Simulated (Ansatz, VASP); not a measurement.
# BaTe: VASP beside Ansatz

```
CELL_PARAMETERS angstrom
4.84876 0.00000 0.00000
-2.42438 4.19915 0.00000
0.00000 0.00000 8.60136
ATOMIC_POSITIONS crystal
Ba 0.00000 0.00000 0.00000
Ba 0.33333 0.66667 0.50000
Te 0.66667 0.33333 0.25000
Te 0.66667 0.33333 0.75000
```

Alike in both runs: functional PBE; k mesh 6 × 6 × 6; occupations gaussian, width 0.02 eV; no spin polarisation.

Ansatz relaxed the structure, and its values are those at the end. VASP's run is a single point on that final structure, the one shown.

|  | VASP | Ansatz |
| --- | --- | --- |
| version | VASP 6.6.1 | Ansatz 0.2.0 |
| potentials or method | VASP PAW PBE potentials, release 64 (Ba_sv, Te), cutoff 520 eV | scalar-relativistic, plane waves, PAW |
| valence electrons in the cell | 32 | 52 |

```csv
,VASP,Ansatz,Ansatz less VASP
gap on the k mesh at the Fermi level (eV),1.31,1.37,+0.060
least direct gap on the mesh (eV),1.63,1.68,+0.047
pressure (GPa),0.3,0.0,-0.32
```

VASP's potentials hold 32 valence electrons a cell and Ansatz's 52, so a difference there can come from the potentials and not from the codes.

Neither program's run includes spin-orbit coupling.
